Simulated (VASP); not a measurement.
Sn:

```xyz
2
Lattice="-2.9401 2.9401 1.5993 2.9401 -2.9401 1.5993 2.9401 2.9401 -1.5993" Properties=species:S:1:pos:R:3 pbc="T T T"
Sn    0.0000    0.0000    0.0000
Sn    0.0000    2.9401    0.7997
```

| Quantity | Value |
| --- | --- |
| Program | VASP 6.6.1 |
| Task | relaxation of cell and atoms |
| Functional | LDA |
| Potentials or basis | VASP PAW LDA potentials, release 64 (Sn_d) |
| Cutoff | 600 eV |
| k mesh | 9 × 9 × 9 |
| Occupations | fermi-dirac, width 0.05 eV |
| Spin | no spin polarisation |

At the start: pressure -2.8 GPa; volume 27.65 Å³/atom.

Q: Where does the relaxation end?

A: Over 5 steps the energy falls by 13.4 meV/atom and the volume is 26.21 Å³/atom (-5.2 %); space group I4_1/amd (No. 141, to 0.05 Å).

Step by step:
| step | energy change (eV) | largest force (eV/Å) | pressure (GPa) | volume (Å³) |
| --- | --- | --- | --- | --- |
| 1 | 0.0000 | 0.0000 | -2.83 | 55.30 |
| 2 | -0.0234 | 0.0000 | 1.13 | 51.49 |
| 3 | -0.0266 | 0.0000 | 0.01 | 52.42 |
| 4 | -0.0268 | 0.0000 | 0.00 | 52.42 |
| 5 | -0.0269 | 0.0000 | 0.00 | 52.42 |

Final structure:
```yaml
crystal:
  lattice:
    - [-2.89450, 2.89450, 1.56417]
    - [2.89450, -2.89450, 1.56417]
    - [2.89450, 2.89450, -1.56417]
  atoms:
    - { symbol: Sn, position: [0.00000, 0.00000, 0.00000] }
    - { symbol: Sn, position: [0.75000, 0.25000, 0.50000] }
```
